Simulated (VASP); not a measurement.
Runs of VASP 6.6.1 on ZnS. The structure is that of space group F-43m (No. 216), or close to it. The cells are those of the table. 

| task | level | spin | cell | k mesh | cutoff (eV) | smearing | gap on the mesh (eV) | pressure (GPa) |
| --- | --- | --- | --- | --- | --- | --- | --- | --- |
| single point | r2SCAN+D4 | off | a = 3.871 Å, angles 60.0°, 2 atoms | 9 × 9 × 9 | 520 | fermi-dirac 0.05 eV | 2.49 | (b) |
| single point | revPBE | off | a = 3.896 Å, angles 60.0°, 2 atoms | 9 × 9 × 9 | 520 | fermi-dirac 0.05 eV | 1.99 | -0.5 |
| single point | revPBE+D4 | off | a = 3.787 Å, angles 60.0°, 2 atoms | 9 × 9 × 9 | 520 | fermi-dirac 0.05 eV | 2.35 | 0.2 |
| single point | PBEsol | off | a = 3.847 Å, angles 60.0°, 2 atoms | 9 × 9 × 9 | 520 | fermi-dirac 0.05 eV | 1.89 | -3.1 |
| single point | PBE+D3(BJ) | collinear, ferromagnetic start | a = 3.716 Å, angles 60.0°, 2 atoms | 9 × 9 × 9 | 520 | gaussian 0.025 eV | 2.49 | 6.2 |
| relaxation of cell and atoms | BLYP+D4 | off | relaxed from a = 3.821 Å, angles 60.0°, 2 atoms | 9 × 9 × 9 | 600 | fermi-dirac 0.05 eV | 2.12 | 0.0 |
| single point | PBEsol | off | a = 3.796 Å, angles 60.0°, 2 atoms | 9 × 9 × 9 | 520 | fermi-dirac 0.05 eV | (a) | -0.3 |

Alike in all rows: potentials or basis VASP PAW PBE potentials, release 64 (Zn, S).

**Question.** Fill in the values left out.

**Answer.** (a) 2.07; (b) -4.2.

Caveats: the PAW data sets were made with another functional, which shifts forces and pressure a little (some runs).

